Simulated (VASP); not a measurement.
# CO2 (Pbca) in VASP: notebook

CO2 is run at these levels: PBE; tasks: single point.

Program: VASP 6.6.1. These are calculated values, not measurements. Logs are shortened: lines on timing, memory, paths and dates and some standing lists are left out, and cuts for length are marked.

**1. The cell of the first run**

The structure is orthorhombic, space group Pbca (No. 61). The conventional cell has a = 5.625 Å, b = 5.625 Å, c = 5.902 Å, α = 90.00°, β = 90.00°, γ = 90.00°. Within 1.5 Å of C (site symmetry -1) lie 2 O at 1.10 Å. O (site symmetry 1) has 1 C at 1.10 Å within 1.5 Å.

**2. Single point, PBE (volume 15.561 Å^3 an atom, c/a of the conventional cell 1.0494)**

File INCAR:

```
SYSTEM = CO2
PREC = Accurate
ENCUT = 520
EDIFF = 1E-7
ISMEAR = 0
SIGMA = 0.05
LREAL = .FALSE.
LASPH = .TRUE.
NELM = 100
ALGO = Normal
ISIF = 2
LWAVE = .FALSE.
LCHARG = .FALSE.
GGA = PE
NBANDS = 44
```

File KPOINTS:

```
regular mesh
0
G
  4 4 4
  0 0 0
```

File POSCAR:

```
CO2
1.0
    5.6246119208      0.0000000000      0.0000000000
    0.0000000000      5.6246119208      0.0000000000
    0.0000000000      0.0000000000      5.9024677497
C O
4 8
Direct
    0.0000000000      0.0000000000      0.0000000000
    0.5000000000      0.0000000000      0.5000000000
    0.5000000000      0.5000000000      0.0000000000
    0.0000000000      0.5000000000      0.5000000000
    0.1114834447      0.1114834447      0.1114834447
    0.3885165553      0.8885165553      0.6114834447
    0.6114834447      0.3885165553      0.8885165553
    0.8885165553      0.6114834447      0.3885165553
    0.8885165553      0.8885165553      0.8885165553
    0.6114834447      0.1114834447      0.3885165553
    0.3885165553      0.6114834447      0.1114834447
    0.1114834447      0.3885165553      0.6114834447
```

Potentials or basis: VASP PAW PBE potentials, release 64 (C, O).

The run is started by

```console
$ cat potpaw_PBE.64/C/POTCAR potpaw_PBE.64/O/POTCAR > POTCAR
$ mpirun -np 1 vasp_std > vasp.out
```

OUTCAR:

```text
SYSTEM = CO2
   PREC = Accurate
   ENCUT = 520
   EDIFF = 1E-7
   ISMEAR = 0
   LREAL = .FALSE.
   LASPH = .TRUE.
   NELM = 100
   ISIF = 2
   GGA = PE

 ion  position               nearest neighbor table
   1  0.000  0.000  0.000-   5 1.10   9 1.10
   2  0.500  0.000  0.500-   6 1.10  10 1.10
   3  0.500  0.500  0.000-   7 1.10  11 1.10
   4  0.000  0.500  0.500-   8 1.10  12 1.10
   5  0.111  0.111  0.111-   1 1.10
   6  0.389  0.889  0.611-   2 1.10
   7  0.611  0.389  0.889-   3 1.10
   8  0.889  0.611  0.389-   4 1.10
   9  0.889  0.889  0.889-   1 1.10
  10  0.611  0.111  0.389-   2 1.10
  11  0.389  0.611  0.111-   3 1.10
  12  0.111  0.389  0.611-   4 1.10

  LATTYP: Found a simple tetragonal cell.
 ALAT       =     5.6246119208
 C/A-ratio  =     1.0494000000

  Lattice vectors:

 A1 = (   5.6246119208,   0.0000000000,   0.0000000000)
 A2 = (   0.0000000000,   5.6246119208,   0.0000000000)
 A3 = (   0.0000000000,   0.0000000000,   5.9024677497)

Analysis of symmetry for initial positions (statically):
=====================================================================
 Subroutine PRICEL returns:
 Original cell was already a primitive cell.

 Routine SETGRP: Setting up the symmetry group for a
 simple tetragonal supercell.

 Subroutine GETGRP returns: Found  8 space group operations
 (whereof  2 operations were pure point group operations)
 out of a pool of 16 trial point group operations.

The static configuration has the point symmetry S_2 .
 The point group associated with its full space group is D_2h.

Analysis of symmetry for dynamics (positions and initial velocities):
=====================================================================
 Subroutine PRICEL returns:
 Original cell was already a primitive cell.

 Routine SETGRP: Setting up the symmetry group for a
 simple tetragonal supercell.

 Subroutine GETGRP returns: Found  8 space group operations
 (whereof  2 operations were pure point group operations)
 out of a pool of 16 trial point group operations.

The dynamic configuration has the point symmetry S_2 .
 The point group associated with its full space group is D_2h.

 Subroutine INISYM returns: Found  8 space group operations
 (whereof  2 operations are pure point group operations),
 and found     1 'primitive' translations

----------------------------------------------------------------------------------------

                                     Primitive cell

  volume of cell :     186.7320

  direct lattice vectors                    reciprocal lattice vectors
     5.624611921  0.000000000  0.000000000     0.177790044  0.000000000  0.000000000
     0.000000000  5.624611921  0.000000000     0.000000000  0.177790044  0.000000000
     0.000000000  0.000000000  5.902467750     0.000000000  0.000000000  0.169420663

  length of vectors
     5.624611921  5.624611921  5.902467750     0.177790044  0.177790044  0.169420663

  position of ions in fractional coordinates (direct lattice)
     0.000000000  0.000000000  0.000000000
     0.500000000  0.000000000  0.500000000
     0.500000000  0.500000000  0.000000000
     0.000000000  0.500000000  0.500000000
     0.111483445  0.111483445  0.111483445
     0.388516555  0.888516555  0.611483445
     0.611483445  0.388516555  0.888516555
     0.888516555  0.611483445  0.388516555
     0.888516555  0.888516555  0.888516555
     0.611483445  0.111483445  0.388516555
     0.388516555  0.611483445  0.111483445
     0.111483445  0.388516555  0.611483445

  ion indices of the primitive-cell ions
   primitive index   ion index
                 1           1
                 2           2
                 3           3
                 4           4
                 5           5
                 6           6
                 7           7
                 8           8
                 9           9
                10          10
                11          11
                12          12

----------------------------------------------------------------------------------------

 KPOINTS: regular mesh

Automatic generation of k-mesh.
 Grid dimensions read from file:
 generate k-points for:    4    4    4

 Generating k-lattice:

  Cartesian coordinates                     Fractional coordinates (reciprocal lattice)
     0.044447511  0.000000000  0.000000000     0.250000000  0.000000000  0.000000000
     0.000000000  0.044447511  0.000000000     0.000000000  0.250000000  0.000000000
     0.000000000  0.000000000  0.042355166     0.000000000  0.000000000  0.250000000

  Length of vectors
     0.044447511  0.044447511  0.042355166

  Shift w.r.t. Gamma in fractional coordinates (k-lattice)
     0.000000000  0.000000000  0.000000000

 Subroutine IBZKPT returns following result:
 ===========================================

 Found     27 irreducible k-points:

 Following reciprocal coordinates:
            Coordinates               Weight
  0.000000  0.000000  0.000000      1.000000
  0.250000  0.000000  0.000000      2.000000
  0.000000  0.250000  0.000000      2.000000
  0.500000  0.000000  0.000000      1.000000
  0.000000  0.500000  0.000000      1.000000
  0.250000  0.250000  0.000000      4.000000
[... 16 lines left out ...]
  0.000000  0.500000  0.500000      1.000000
  0.250000  0.250000  0.500000      4.000000
 [... further k-points ...]
   k-points           NKPTS =     27   k-points in BZ     NKDIM =     27   number of bands    NBANDS=     44
   number of dos      NEDOS =    301   number of ions     NIONS =     12
   total plane-waves  NPLWV =  84672
   dimension x,y,z NGX =    42 NGY =   42 NGZ =   48
   dimension x,y,z NGXF=    84 NGYF=   84 NGZF=   96
   ions per type =               4   8
   NGX,Y,Z   is equivalent  to a cutoff of  12.41, 12.41, 13.52 a.u.
   NGXF,Y,Z  is equivalent  to a cutoff of  24.83, 24.83, 27.04 a.u.
 SYSTEM =  CO2
   PREC   = accura    normal or accurate (medium, high low for compatibility)
   ISTART =      0    job   : 0-new  1-cont  2-samecut
   ICHARG =      2    charge: 1-file 2-atom 10-const
   ISPIN  =      1    spin polarized calculation?
   LNONCOLLINEAR =      F non collinear calculations
   LSORBIT =      F    spin-orbit coupling
   LASPH  =      T    aspherical Exc in radial PAW
   ENCUT  =  520.0 eV  38.22 Ry    6.18 a.u.  10.46 10.46 10.97*2*pi/ulx,y,z
   NELM   =    100;   NELMIN=  2; NELMDL= -5     # of ELM steps
   EDIFF  = 0.1E-06   stopping-criterion for ELM
   LREAL  =      F    real-space projection
   EDIFFG = 0.1E-05   stopping-criterion for IOM
   NSW    =      0    number of steps for IOM
   IBRION =     -1    ionic relax: 0-MD 1-quasi-New 2-CG
   NFREE  =      0    steps in history (QN), initial steepest desc. (CG)
   ISIF   =      2    stress and relaxation
   ISYM   =      2    0-nonsym 1-usesym 2-fastsym
   POTIM  = 0.5000    time-step for ionic-motion
   TEBEG  =    0.0;   TEEND  =   0.0 temperature during run
   PSTRESS=    0.0 pullay stress
   NELECT =      64.0000    total number of electrons
   NUPDOWN=      -1.0000    fix difference up-down
   EMIN   =  10.00;   EMAX   =-10.00  energy-range for DOS
   EFERMI =   0.00;   METHOD = LEGACY
   ISMEAR =     0;   SIGMA  =   0.05  broadening in eV -4-tet -1-fermi 0-gaus
   EFERMI_NEDOS =   21; number of points for ismear=-14 and -15
   IALGO  =     38    algorithm
   IMIX   =      4    mixing-type and parameters
     AMIX     =   0.40;   BMIX     =  1.00
     AMIX_MAG =   1.60;   BMIX_MAG =  1.00
  volume/ion in A,a.u.               =      15.56       105.01
  Fermi-wavevector in a.u.,A,eV,Ry     =   1.145676  2.165014 17.858654  1.312574
  Thomas-Fermi vector in A             =   2.282364
   LORBIT       =      0    0 simple, 1 ext, 2 COOP (PROOUT), +10 PAW based schemes
   GGA     = PE    functional components
   LHFCALC =     F    Hartree Fock is set to
   AEXX    =    0.0000 exact exchange contribution
   IVDW    =     0    specifies the selected vdW correction
   LEPSILON=     F    determine dielectric tensor
   LRPA    =     F    only Hartree local field effects (RPA)
 non-spin polarized calculation
 Gauss-broadening in eV      SIGMA  =   0.05
  energy-cutoff  :      520.00
  volume of cell :      186.73
 maximum number of plane-waves:      5054
 NGX is ok and might be reduce to    42
   NGX = 21   NGY = 21   NGZ = 21

 number of electron      64.0000049 magnetization

 Free energy of the ion-electron system (eV)
  ---------------------------------------------------
  ext. energy  EPLUGINS =         0.00000000
  ---------------------------------------------------
  free energy    TOTEN  =       -89.76932023 eV

  energy without entropy =      -89.76932023  energy(sigma->0) =      -89.76932023

 E-fermi :  -3.8333     XC(G=0):  -7.4989

 val. band max:       -4.0828287912   @ k =   0.0000   0.0000   0.0000
 cond. band min:       3.1083945570   @ k =   0.0000   0.0000   0.0000
 fundamental gap:      7.1912233482
 Fermi energy:        -3.8333370163

 k-point     1 :       0.0000    0.0000    0.0000
  band No.  band energies     occupation
      1     -25.3306      2.00000
      2     -25.2073      2.00000
      3     -25.1920      2.00000
      4     -25.1903      2.00000
      5     -24.2848      2.00000
      6     -24.2739      2.00000
[... 36 lines left out ...]
     43       7.3148      0.00000
     44       7.3183      0.00000

 k-point     2 :       0.2500    0.0000    0.0000
  band No.  band energies     occupation
      1     -25.3108      2.00000
      2     -25.2117      2.00000
      3     -25.2050      2.00000
      4     -25.1941      2.00000
      5     -24.2794      2.00000
      6     -24.2732      2.00000
[... 36 lines left out ...]
     43       7.3306      0.00000
     44       7.6544      0.00000

 k-point     3 :       0.0000    0.2500    0.0000
  band No.  band energies     occupation
      1     -25.3109      2.00000
      2     -25.2132      2.00000
      3     -25.2046      2.00000
      4     -25.1927      2.00000
      5     -24.2826      2.00000
      6     -24.2749      2.00000
[... 976 lines left out ...]
     43       6.0434      0.00000
     44       6.0434      0.00000

 k-point    24 :       0.2500    0.2500    0.5000
  band No.  band energies     occupation
      1     -25.2503      2.00000
      2     -25.2503      2.00000
      3     -25.2107      2.00000
      4     -25.2107      2.00000
      5     -24.2740      2.00000
      6     -24.2740      2.00000
[... 36 lines left out ...]
     43       7.0204      0.00000
     44       7.0204      0.00000

 [... further k-points ...]
[... 5 lines left out ...]
  --------------------------------------------------------------------------------------
  -------------------------------------------------------------------------------------
  Total       26.9553179     26.9812490     29.2758253      0.0000000      0.0000000      0.0000000
  in kB      231.2790486    231.5015396    251.1892100      0.0000000      0.0000000      0.0000000
  external PRESSURE =     237.9899327 kB  Pullay stress =       0.0000000 kB

 VOLUME and BASIS-vectors are now :
 -----------------------------------------------------------------------------
  energy-cutoff  :      520.00
  volume of cell :      186.73
      direct lattice vectors                 reciprocal lattice vectors
     5.624611921  0.000000000  0.000000000     0.177790044  0.000000000  0.000000000
     0.000000000  5.624611921  0.000000000     0.000000000  0.177790044  0.000000000
     0.000000000  0.000000000  5.902467750     0.000000000  0.000000000  0.169420663

 POSITION                                       TOTAL-FORCE (eV/Angst)
 -----------------------------------------------------------------------------------
      0.00000      0.00000      0.00000        -0.000000      0.000000      0.000000
      2.81231      0.00000      2.95123        -0.000000      0.000000      0.000000
      2.81231      2.81231      0.00000        -0.000000      0.000000      0.000000
      0.00000      2.81231      2.95123        -0.000000      0.000000      0.000000
      0.62705      0.62705      0.65803         5.301572      5.313481      5.556513
      2.18525      4.99756      3.60926        -5.301572     -5.313481      5.556513
      3.43936      2.18525      5.24444         5.301572     -5.313481     -5.556513
      4.99756      3.43936      2.29321        -5.301572      5.313481     -5.556513
      4.99756      4.99756      5.24444        -5.301572     -5.313481     -5.556513
      3.43936      0.62705      2.29321         5.301572      5.313481     -5.556513
      2.18525      3.43936      0.65803        -5.301572      5.313481      5.556513
      0.62705      2.18525      3.60926         5.301572     -5.313481      5.556513
 -----------------------------------------------------------------------------------
    total drift:                               -0.000000      0.000000      0.000000

  FREE ENERGIE OF THE ION-ELECTRON SYSTEM (eV)
  ---------------------------------------------------
  free  energy   TOTEN  =       -89.7693202305 eV

  energy  without entropy=      -89.7693202305  energy(sigma->0) =      -89.76932023
```

It took 2.4 min on 1 thread of Intel Xeon 6975P-C (Granite Rapids), shared host; peak memory 0.34 GiB.

Results:

```yaml
Free_energy: -89.7693 eV
Pressure: 23.8 GPa
Largest_force: 9.339 eV/Å
Band_gap_on_the_k_mesh: 7.19 eV, direct
```

Forces in eV/Å, atoms in the order of the input:
```
C    0.000  0.000  0.000
C    0.000  0.000  0.000
C    0.000  0.000  0.000
C    0.000  0.000  0.000
O    5.302  5.313  5.557
O   -5.302 -5.313  5.557
O    5.302 -5.313 -5.557
O   -5.302  5.313 -5.557
O   -5.302 -5.313 -5.557
O    5.302  5.313 -5.557
O   -5.302  5.313  5.557
O    5.302 -5.313  5.557
```

Caveat: forces of over 1 eV/Å act on the atoms, so gaps and moduli don't describe the material at rest.

**3. Single point, PBE (volume 15.561 Å^3 an atom, c/a of the conventional cell 0.9529)**

File INCAR:

```
SYSTEM = CO2
ALGO = Normal
EDIFF = 1E-6
ENCUT = 520
GGA = PE
ISIF = 2
ISMEAR = 0
LASPH = .True.
LCHARG = .False.
LREAL = .False.
LWAVE = .False.
NBANDS = 44
NELM = 60
PREC = Accurate
SIGMA = 0.05
```

File KPOINTS:

```
k-points
0
Gamma
  4 4 4
  0 0 0
```

Changes to POSCAR since step 2:

```diff
@@ -2,5 +2,5 @@
 1.0
-    5.6246119208      0.0000000000      0.0000000000
-    0.0000000000      5.6246119208      0.0000000000
-    0.0000000000      0.0000000000      5.9024677497
+    5.8084083436      0.0000000000      0.0000000000
+    0.0000000000      5.8084083436      0.0000000000
+    0.0000000000      0.0000000000      5.5348323107
 C O
```

Potentials or basis: VASP PAW PBE potentials, release 64 (C, O).

The run is started by

```console
$ cat potpaw_PBE.64/C/POTCAR potpaw_PBE.64/O/POTCAR > POTCAR
$ mpirun -np 1 vasp_std > vasp.out
```

Wall time 2 min (1 thread of Intel Xeon 6975P-C (Granite Rapids), shared host); peak memory 0.36 GiB.

It converged, with:

| Property | Result |
| --- | --- |
| Free energy | -89.7683 eV |
| Pressure | 23.8 GPa |
| Largest force | 9.340 eV/Å |
| Band gap on the k mesh | 7.19 eV, direct |

Forces on the atoms (eV/Å):
```
C    0.000  0.000  0.000
C    0.000  0.000  0.000
C    0.000  0.000  0.000
C    0.000  0.000  0.000
O    5.478  5.467  5.228
O   -5.478 -5.467  5.228
O    5.478 -5.467 -5.228
O   -5.478  5.467 -5.228
O   -5.478 -5.467 -5.228
O    5.478  5.467 -5.228
O   -5.478  5.467  5.228
O    5.478 -5.467  5.228
```

Stress tensor (GPa, compression positive):
```
24.45  0.00  0.00
 0.00 24.47  0.00
 0.00  0.00 22.54
```

Levels at points of the mesh, in eV from the valence-band top:
| k point | band 28 | band 29 | band 30 | band 31 | band 32 | band 33 | band 34 | band 35 | band 36 | band 37 |
| --- | --- | --- | --- | --- | --- | --- | --- | --- | --- | --- |
| (0.00, 0.00, 0.00) | -0.21 | -0.18 | -0.18 | -0.09 | 0.00 | 7.19 | 9.25 | 9.29 | 9.37 | 9.40 |
| (0.50, 0.00, 0.00) | -0.32 | -0.27 | -0.27 | -0.09 | -0.09 | 8.54 | 8.54 | 9.12 | 9.12 | 9.55 |
| (0.00, 0.50, 0.00) | -0.32 | -0.28 | -0.28 | -0.10 | -0.10 | 8.54 | 8.54 | 9.19 | 9.19 | 9.51 |
| (0.50, 0.50, 0.00) | -0.29 | -0.27 | -0.27 | -0.27 | -0.27 | 9.04 | 9.04 | 9.04 | 9.04 | 9.80 |
| (0.00, 0.00, 0.50) | -0.30 | -0.26 | -0.26 | -0.12 | -0.12 | 8.68 | 8.68 | 9.16 | 9.16 | 9.54 |
| (0.50, 0.00, 0.50) | -0.30 | -0.25 | -0.25 | -0.25 | -0.25 | 9.05 | 9.05 | 9.05 | 9.05 | 9.86 |
| (0.00, 0.50, 0.50) | -0.31 | -0.24 | -0.24 | -0.24 | -0.24 | 9.06 | 9.06 | 9.06 | 9.06 | 9.86 |
| (0.50, 0.50, 0.50) | -0.32 | -0.25 | -0.25 | -0.25 | -0.25 | 9.25 | 9.25 | 9.25 | 9.25 | 10.04 |

Caveat: forces of over 1 eV/Å act on the atoms, so gaps and moduli don't describe the material at rest. A k mesh can miss the band edges.

(Part 1 of 2 ends here.)
